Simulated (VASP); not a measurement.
# SnO in VASP: further runs

Runs on SnO. Level: PBE+D3(BJ). Tasks: single point.

All numbers are computed with VASP 6.6.1; they aren't measurements. Logs are shortened: lines on timing, memory, paths and dates and some standing lists are left out, and cuts for length are marked.

## 1. The cell of the first run

The cell holds a slab with vacuum, 8 atoms: a = 3.820 Å, b = 3.820 Å, c = 22.226 Å, α = 90.00°, β = 90.00°, γ = 90.00°.

## 2. Single point, PBE+D3(BJ)

The input, INCAR:

```
PREC = Accurate
ENCUT = 520
EDIFF = 1E-6
ISMEAR = 0
SIGMA = 0.05
LREAL = F
LASPH = T
NELM = 80
ALGO = Normal
ISIF = 2
LWAVE = F
LCHARG = F
LDIPOL = T
IDIPOL = 3
DIPOL = 0.5 0.5 0.408
GGA = PE
IVDW = 12
NBANDS = 50
```

The input, KPOINTS:

```
Automatic mesh
0
Gamma
  7 7 1
```

The input, POSCAR:

```
SnO
1.0
    3.8201527101      0.0002954416      0.0000000000
   -0.0003145269      3.8201527086      0.0000000000
    0.0000000000      0.0000000000     22.2260751773
Sn O
4 4
Direct
    0.9999452874      0.9999452874      0.2024648960
    0.4999452874      0.4999452874      0.3087831537
    0.4999452874      0.6249452874      0.5067488299
    0.9999452874      1.1249452874      0.6130670876
    0.9999461031      0.4999461031      0.2556240249
    0.4999461031      0.9999461031      0.2556240249
    0.4999444717      1.1249444717      0.5599079587
    0.9999444717      0.6249444717      0.5599079587
```

Potentials or basis: VASP PAW PBE potentials, release 64 (Sn_d, O).

Launch:

```console
> cat potpaw_PBE.64/Sn_d/POTCAR potpaw_PBE.64/O/POTCAR > POTCAR
> mpirun -np 1 vasp_std > vasp.out
```

OUTCAR:

```text
PREC = Accurate
   ENCUT = 520
   EDIFF = 1E-6
   ISMEAR = 0
   LREAL = F
   LASPH = T
   NELM = 80
   ISIF = 2
   GGA = PE
   IVDW = 12
 IVDW          = 12

 ion  position               nearest neighbor table
   1  1.000  1.000  0.202-   6 2.25   5 2.25   6 2.25   5 2.25   2 3.59   2 3.59   2 3.59   2 3.59

   2  0.500  0.500  0.309-   5 2.25   6 2.25   5 2.25   6 2.25   1 3.59   1 3.59   1 3.59   1 3.59

   3  0.500  0.625  0.507-   8 2.25   7 2.25   8 2.25   7 2.25   4 3.59   4 3.59   4 3.59   4 3.59

   4  1.000  0.125  0.613-   7 2.25   8 2.25   7 2.25   8 2.25   3 3.59   3 3.59   3 3.59   3 3.59

   5  1.000  0.500  0.256-   2 2.25   1 2.25   2 2.25   1 2.25
   6  0.500  1.000  0.256-   2 2.25   1 2.25   2 2.25   1 2.25
   7  0.500  0.125  0.560-   3 2.25   4 2.25   3 2.25   4 2.25
   8  1.000  0.625  0.560-   3 2.25   4 2.25   3 2.25   4 2.25

  LATTYP: Found a simple tetragonal cell.
 ALAT       =     3.8201527215
 C/A-ratio  =     5.8181116823

  Lattice vectors:

 A1 = (   3.8201527101,   0.0002954416,   0.0000000000)
 A2 = (  -0.0003145269,   3.8201527086,   0.0000000000)
 A3 = (   0.0000000000,   0.0000000000,  22.2260751773)

Analysis of symmetry for initial positions (statically):
=====================================================================
 Subroutine PRICEL returns:
 Original cell was already a primitive cell.

 Routine SETGRP: Setting up the symmetry group for a
 simple tetragonal supercell.

 Subroutine GETGRP returns: Found  4 space group operations
 (whereof  1 operations were pure point group operations)
 out of a pool of 16 trial point group operations.

The static configuration has the point symmetry C_1 .
 The point group associated with its full space group is C_2h.

Analysis of symmetry for dynamics (positions and initial velocities):
=====================================================================
 Subroutine PRICEL returns:
 Original cell was already a primitive cell.

 Routine SETGRP: Setting up the symmetry group for a
 simple tetragonal supercell.

 Subroutine GETGRP returns: Found  4 space group operations
 (whereof  1 operations were pure point group operations)
 out of a pool of 16 trial point group operations.

The dynamic configuration has the point symmetry C_1 .
 The point group associated with its full space group is C_2h.

 Subroutine INISYM returns: Found  4 space group operations
 (whereof  1 operations are pure point group operations),
 and found     1 'primitive' translations

----------------------------------------------------------------------------------------

                                     Primitive cell

  volume of cell :     324.3577

  direct lattice vectors                    reciprocal lattice vectors
     3.820152710  0.000295442  0.000000000     0.261769638  0.000021552  0.000000000
    -0.000314527  3.820152709  0.000000000    -0.000020245  0.261769639  0.000000000
     0.000000000  0.000000000 22.226075177     0.000000000  0.000000000  0.044992199

  length of vectors
     3.820152722  3.820152722 22.226075177     0.261769639  0.261769639  0.044992199

  position of ions in fractional coordinates (direct lattice)
     0.999945287  0.999945287  0.202464896
     0.499945287  0.499945287  0.308783154
     0.499945287  0.624945287  0.506748830
     0.999945287  0.124945287  0.613067088
     0.999946103  0.499946103  0.255624025
     0.499946103  0.999946103  0.255624025
     0.499944472  0.124944472  0.559907959
     0.999944472  0.624944472  0.559907959

  ion indices of the primitive-cell ions
   primitive index   ion index
                 1           1
                 2           2
                 3           3
                 4           4
                 5           5
                 6           6
                 7           7
                 8           8

----------------------------------------------------------------------------------------

 KPOINTS: Automatic mesh

Automatic generation of k-mesh.
 Grid dimensions read from file:
 generate k-points for:    7    7    1

 Generating k-lattice:

  Cartesian coordinates                     Fractional coordinates (reciprocal lattice)
     0.037395663  0.000003079  0.000000000     0.142857143  0.000000000  0.000000000
    -0.000002892  0.037395663  0.000000000     0.000000000  0.142857143  0.000000000
     0.000000000  0.000000000  0.044992199     0.000000000  0.000000000  1.000000000

  Length of vectors
     0.037395663  0.037395663  0.044992199

  Shift w.r.t. Gamma in fractional coordinates (k-lattice)
     0.000000000  0.000000000  0.000000000

 Subroutine IBZKPT returns following result:
 ===========================================

 Found     16 irreducible k-points:

 Following reciprocal coordinates:
            Coordinates               Weight
  0.000000  0.000000  0.000000      1.000000
  0.142857  0.000000  0.000000      2.000000
  0.000000  0.142857  0.000000      2.000000
  0.285714  0.000000  0.000000      2.000000
 -0.000000  0.285714  0.000000      2.000000
  0.428571  0.000000  0.000000      2.000000
[... 8 lines left out ...]
 -0.285714  0.428571  0.000000      4.000000
  0.428571  0.428571  0.000000      4.000000
   k-points           NKPTS =     16   k-points in BZ     NKDIM =     16   number of bands    NBANDS=     50
   number of dos      NEDOS =    301   number of ions     NIONS =      8
   total plane-waves  NPLWV = 131712
   dimension x,y,z NGX =    28 NGY =   28 NGZ =  168
   dimension x,y,z NGXF=    56 NGYF=   56 NGZF=  336
   ions per type =               4   4
   NGX,Y,Z   is equivalent  to a cutoff of  12.19, 12.19, 12.57 a.u.
   NGXF,Y,Z  is equivalent  to a cutoff of  24.37, 24.37, 25.13 a.u.
 SYSTEM =  unknown system
   PREC   = accura    normal or accurate (medium, high low for compatibility)
   ISTART =      0    job   : 0-new  1-cont  2-samecut
   ICHARG =      2    charge: 1-file 2-atom 10-const
   ISPIN  =      1    spin polarized calculation?
   LNONCOLLINEAR =      F non collinear calculations
   LSORBIT =      F    spin-orbit coupling
   LASPH  =      T    aspherical Exc in radial PAW
   ENCUT  =  520.0 eV  38.22 Ry    6.18 a.u.   7.10  7.10 41.33*2*pi/ulx,y,z
   NELM   =     80;   NELMIN=  2; NELMDL= -5     # of ELM steps
   EDIFF  = 0.1E-05   stopping-criterion for ELM
   LREAL  =      F    real-space projection
   EDIFFG = 0.1E-04   stopping-criterion for IOM
   NSW    =      0    number of steps for IOM
   IBRION =     -1    ionic relax: 0-MD 1-quasi-New 2-CG
   NFREE  =      0    steps in history (QN), initial steepest desc. (CG)
   ISIF   =      2    stress and relaxation
   ISYM   =      2    0-nonsym 1-usesym 2-fastsym
   POTIM  = 0.5000    time-step for ionic-motion
   TEBEG  =    0.0;   TEEND  =   0.0 temperature during run
   PSTRESS=    0.0 pullay stress
   NELECT =      80.0000    total number of electrons
   NUPDOWN=      -1.0000    fix difference up-down
   EMIN   =  10.00;   EMAX   =-10.00  energy-range for DOS
   EFERMI =   0.00;   METHOD = LEGACY
   ISMEAR =     0;   SIGMA  =   0.05  broadening in eV -4-tet -1-fermi 0-gaus
   EFERMI_NEDOS =   21; number of points for ismear=-14 and -15
   IALGO  =     38    algorithm
   IMIX   =      4    mixing-type and parameters
     AMIX     =   0.40;   BMIX     =  1.00
     AMIX_MAG =   1.60;   BMIX_MAG =  1.00
  volume/ion in A,a.u.               =      40.54       273.61
  Fermi-wavevector in a.u.,A,eV,Ry     =   1.026668  1.940121 14.341186  1.054047
  Thomas-Fermi vector in A             =   2.160573
   LORBIT       =      0    0 simple, 1 ext, 2 COOP (PROOUT), +10 PAW based schemes
   GGA     = PE    functional components
   LHFCALC =     F    Hartree Fock is set to
   AEXX    =    0.0000 exact exchange contribution
   IVDW    =    12    specifies the selected vdW correction
   LEPSILON=     F    determine dielectric tensor
   LRPA    =     F    only Hartree local field effects (RPA)
 non-spin polarized calculation
 Gauss-broadening in eV      SIGMA  =   0.05
  energy-cutoff  :      520.00
  volume of cell :      324.36
 maximum number of plane-waves:      8769
   NGX = 15   NGY = 15   NGZ = 83

 dipolmoment           0.000000      0.000000      0.000004 electrons x Angstroem

 number of electron      79.9999969 magnetization

 dipolmoment           0.000000      0.000000     -0.000000 electrons x Angstroem

 Free energy of the ion-electron system (eV)
  ---------------------------------------------------
  ext. energy  EPLUGINS =         0.00000000
  ---------------------------------------------------
  free energy    TOTEN  =       -45.14426772 eV

  energy without entropy =      -45.14426772  energy(sigma->0) =      -45.14426772

 E-fermi :   0.0672     XC(G=0):  -5.3343

 val. band max:       -0.2281441381   @ k =   0.1429   0.1429   0.0000
 cond. band min:       2.3319472179   @ k =   0.0000   0.0000   0.0000
 fundamental gap:      2.5600913560
 Fermi energy:         0.0672390561

 k-point     1 :       0.0000    0.0000    0.0000
  band No.  band energies     occupation
      1     -21.0442      2.00000
      2     -21.0441      2.00000
      3     -20.6835      2.00000
      4     -20.6834      2.00000
      5     -20.6461      2.00000
      6     -20.6460      2.00000
[... 42 lines left out ...]
     49       5.2195      0.00000
     50       5.2197      0.00000

 k-point     2 :       0.1429    0.0000    0.0000
  band No.  band energies     occupation
      1     -21.0352      2.00000
      2     -21.0352      2.00000
      3     -20.6842      2.00000
      4     -20.6841      2.00000
      5     -20.6478      2.00000
      6     -20.6475      2.00000
[... 734 lines left out ...]
 k-point    16 :       0.4286    0.4286    0.0000
  band No.  band energies     occupation
      1     -20.9853      2.00000
      2     -20.9850      2.00000
      3     -20.9714      2.00000
      4     -20.9711      2.00000
      5     -20.6505      2.00000
      6     -20.6504      2.00000
[... 42 lines left out ...]
     49       6.0239      0.00000
     50       6.0601      0.00000

------------------------ aborting loop because EDIFF is reached ----------------------------------------

 vacuum level on the upper side and lower side of the slab       (xc-potential included)        -0.155        -0.155

 Edisp (eV)   -1.22129

 E8    (eV) :    -0.5396

  FORCE on cell =-STRESS in cart. coord.  units (eV):
  Direction    XX          YY          ZZ          XY          YZ          ZX
  --------------------------------------------------------------------------------------
  -------------------------------------------------------------------------------------
  Total       0.20754     0.21594     0.25639    -0.00000     0.12080    -0.00001
  in kB       1.02513     1.06667     1.26646    -0.00001     0.59670    -0.00005
  external pressure =        1.12 kB  Pullay stress =        0.00 kB

 VOLUME and BASIS-vectors are now :
 -----------------------------------------------------------------------------
  energy-cutoff  :      520.00
  volume of cell :      324.36
      direct lattice vectors                 reciprocal lattice vectors
     3.820152710  0.000295442  0.000000000     0.261769638  0.000021552  0.000000000
    -0.000314527  3.820152709  0.000000000    -0.000020245  0.261769639  0.000000000
     0.000000000  0.000000000 22.226075177     0.000000000  0.000000000  0.044992199

 POSITION                                       TOTAL-FORCE (eV/Angst)
 -----------------------------------------------------------------------------------
      3.81963      3.82024      4.50000         0.000000     -0.002246     -0.086155
      1.90971      1.91002      6.86304         0.000001     -0.012134      0.084997
      1.90967      2.38753     11.26304        -0.000001      0.012134     -0.084997
      3.81990      0.47761     13.62608        -0.000000      0.002246      0.086155
      3.81979      1.91017      5.68152        -0.000000      0.004417      0.000064
      1.90956      3.82009      5.68152         0.000001     -0.011378      0.000014
      1.90982      0.47745     12.44456        -0.000001      0.011378     -0.000014
      3.81974      2.38768     12.44456         0.000000     -0.004417     -0.000064
 -----------------------------------------------------------------------------------
    total drift:                               -0.000003     -0.000003     -0.000002

  FREE ENERGIE OF THE ION-ELECTRON SYSTEM (eV)
  ---------------------------------------------------
  free  energy   TOTEN  =       -46.3655576379 eV

  energy  without entropy=      -46.3655576379  energy(sigma->0) =      -46.36555764

 vacuum level on the upper side and lower side of the slab         4.801         4.801
```

Wall time 3.7 min (1 thread of Intel Xeon 6975P-C (Granite Rapids), shared host); peak memory 0.44 GiB.

What came out:

```yaml
Free_energy: -46.3656 eV
Largest_force: 0.086 eV/Å
Band_gap_on_the_k_mesh: 2.56 eV, indirect (least direct gap 2.59 eV)
Dispersion_energy_per_atom: -0.153 eV
```

Forces in eV/Å, atoms in the order of the input:
```
Sn   0.000 -0.002 -0.086
Sn   0.000 -0.012  0.085
Sn   0.000  0.012 -0.085
Sn   0.000  0.002  0.086
O    0.000  0.004  0.000
O    0.000 -0.011  0.000
O    0.000  0.011  0.000
O    0.000 -0.004  0.000
```

Levels at points of the mesh, in eV from the valence-band top:
```
           k point  band 36  band 37  band 38  band 39  band 40  band 41  band 42  band 43  band 44  band 45
(0.00, 0.00, 0.00)    -1.91    -1.91    -1.91    -0.54    -0.03     2.56     2.90     2.91     3.73     4.91
```

Caveat: spin-orbit coupling is left out, which moves the levels of the heavy elements.

## 3. Single point, PBE+D3(BJ)

The input, INCAR:

```
SYSTEM = SnO
ALGO = Normal
DIPOL = 0.5 0.5 0.408
EDIFF = 1E-6
ENCUT = 520
GGA = PE
IDIPOL = 3
ISIF = 2
ISMEAR = 0
IVDW = 12
LASPH = .TRUE.
LCHARG = .FALSE.
LDIPOL = .TRUE.
LREAL = .FALSE.
LWAVE = .FALSE.
NBANDS = 50
NELM = 60
PREC = Accurate
SIGMA = 0.05
```

The input, KPOINTS:

```
k-points
0
G
  7 7 1
  0 0 0
```

The input, POSCAR:

```
SnO
1.0
    3.8201527101      0.0002954416      0.0000000000
   -0.0003145269      3.8201527086      0.0000000000
    0.0000000000      0.0000000000     22.2260751773
Sn O
4 4
Direct
    0.9999452874      0.9999452874      0.2024648960
    0.4999452874      0.4999452874      0.3087831537
    0.4999452874      0.8749452874      0.5067488299
    0.9999452874      1.3749452874      0.6130670876
    0.9999461031      0.4999461031      0.2556240249
    0.4999461031      0.9999461031      0.2556240249
    0.4999444717      1.3749444717      0.5599079587
    0.9999444717      0.8749444717      0.5599079587
```

Potentials or basis: VASP PAW PBE potentials, release 64 (Sn_d, O).

Launch:

```console
> cat potpaw_PBE.64/Sn_d/POTCAR potpaw_PBE.64/O/POTCAR > POTCAR
> mpirun -np 1 vasp_std > vasp.out
```

Wall time 5.6 min (1 thread of Intel Xeon Platinum 8488C (Sapphire Rapids), shared host); peak memory 0.43 GiB.

Results (log left out):

```
Free energy                : -46.3906 eV
Largest force              : 0.139 eV/Å
Band gap on the k mesh     : 2.58 eV, indirect (least direct gap 2.61 eV)
Dispersion energy per atom : -0.153 eV
```

Forces on the atoms (eV/Å):
```
Sn   0.000 -0.002 -0.084
Sn   0.000 -0.011  0.138
Sn   0.000  0.011 -0.138
Sn   0.000  0.002  0.084
O    0.000  0.004  0.005
O    0.000 -0.011  0.005
O    0.000  0.011 -0.005
O    0.000 -0.004 -0.005
```

Levels at points of the mesh, in eV from the valence-band top:
| k point | band 36 | band 37 | band 38 | band 39 | band 40 | band 41 | band 42 | band 43 | band 44 | band 45 |
| --- | --- | --- | --- | --- | --- | --- | --- | --- | --- | --- |
| (0.00, 0.00, 0.00) | -1.89 | -1.89 | -1.89 | -0.51 | -0.03 | 2.58 | 2.92 | 2.92 | 3.73 | 4.93 |

Caveat: spin-orbit coupling is left out, which moves the levels of the heavy elements.
